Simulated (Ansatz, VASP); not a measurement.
# One calculation of Ti, two programs

The input INCAR:

```
SYSTEM = Ti
PREC = Accurate ; ENCUT = 520
EDIFF = 1E-6 ; ISMEAR = -1
SIGMA = 0.05 ; LREAL = .False.
LASPH = .True. ; NELM = 60
ALGO = Normal ; ISIF = 2
LWAVE = .False. ; LCHARG = .True.
GGA = PE ; LELF = .True.
LVHAR = .True. ; NBANDS = 19
```

Contents of KPOINTS:

```
regular mesh
0
Gamma
  11 11 11
  0 0 0
```

File POSCAR:

```
Ti
1.0
    0.0000000000      2.7820604301      2.7820604301
    2.7820604301      0.0000000000      2.7820604301
    2.7820604301      2.7820604301      0.0000000000
Ti
2
Direct
    0.0000000000      0.0000000000      0.0000000000
    0.2500000000      0.2500000000      0.2500000000
```

Input for Ansatz:

```yaml
crystal:
  lattice:
    - [0.0, 2.7820604301, 2.7820604301]
    - [2.7820604301, 0.0, 2.7820604301]
    - [2.7820604301, 2.7820604301, 0.0]
  atoms:
    - { symbol: Ti, position: [0.0, 0.0, 0.0] }
    - { symbol: Ti, position: [0.25, 0.25, 0.25] }
kpoints:
  mp_grid: { grid: [11, 11, 11] }
scf:
  occupations: { method: fermi_dirac, width: 0.05 }
hamiltonian:
  xc: pbe
  pseudopotentials: { kind: all_electron, lapw: { basis_error: 0.001 } }
output:
  forces: true
  stress: true
  eigenvalues: true
```

Change from the starting cell: volume scaled by 0.9405.

Alike in both runs: task single point; functional PBE; k mesh 11 × 11 × 11; occupations fermi-dirac, width 0.05 eV; no spin polarisation.

|  | VASP | Ansatz |
| --- | --- | --- |
| version | VASP 6.6.1 | Ansatz 0.2.0 |
| potentials or method | VASP PAW PBE potentials, release 64 (Ti_sv), cutoff 520 eV | all-electron LAPW, scalar-relativistic |

|  | VASP | Ansatz | Ansatz less VASP |
| --- | --- | --- | --- |
| pressure (GPa) | 2.4 | 2.2 | -0.20 |

Ansatz ran all-electron here, and VASP with PAW potentials.
